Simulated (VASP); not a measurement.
A run of VASP 6.6.1:

The input INCAR:

```
SYSTEM = SnO2
PREC     = Accurate       ! precision mode
ENCUT    = 520            ! plane-wave cutoff, eV
EDIFF    = 1E-6           ! SCF threshold, eV
ISMEAR   = 0              ! smearing method
SIGMA    = 0.05           ! smearing width, eV
LREAL    = .FALSE.        ! projectors in reciprocal space
LASPH    = .TRUE.         ! aspherical terms in the spheres
NELM     = 80             ! most SCF steps
ALGO     = Normal         ! electronic algorithm
ISIF     = 2              ! what is computed and relaxed
LWAVE    = .FALSE.        ! write WAVECAR
LCHARG   = .TRUE.         ! write CHGCAR
GGA      = PE             ! functional
LELF     = .TRUE.         ! ELF
LVHAR    = .TRUE.       
NBANDS   = 35             ! bands
```

Contents of KPOINTS:

```
regular mesh
0
G
  6 6 8
  0 0 0
```

POSCAR

```
SnO2
1.0
    4.7373500000      0.0000000000      0.0000000000
    0.0000000000      4.7373500000      0.0000000000
    0.0000000000      0.0000000000      3.1864000000
Sn O
2 4
Direct
    0.0000000000      0.0000000000      0.0000000000
    0.5000000000      0.5000000000      0.5000000000
    0.3056200000      0.3056200000      0.0000000000
    0.1943800000      0.8056200000      0.5000000000
    0.6943800000      0.6943800000      0.0000000000
    0.8056200000      0.1943800000      0.5000000000
```

Potentials or basis: VASP PAW PBE potentials, release 64 (Sn_d, O).

Run with:

```bash
$ cat potpaw_PBE.64/Sn_d/POTCAR potpaw_PBE.64/O/POTCAR > POTCAR
$ mpirun -np 1 vasp_std > vasp.out
```

Hardware: 1 thread of AMD EPYC 7R13, with other jobs on the host.

Question: Estimate the wall time of this run.

Answer: Wall time 3 min on 1 thread of AMD EPYC 7R13, on a shared host, peak memory 0.21 GiB. Counts: scf iterations 14, k points 50.
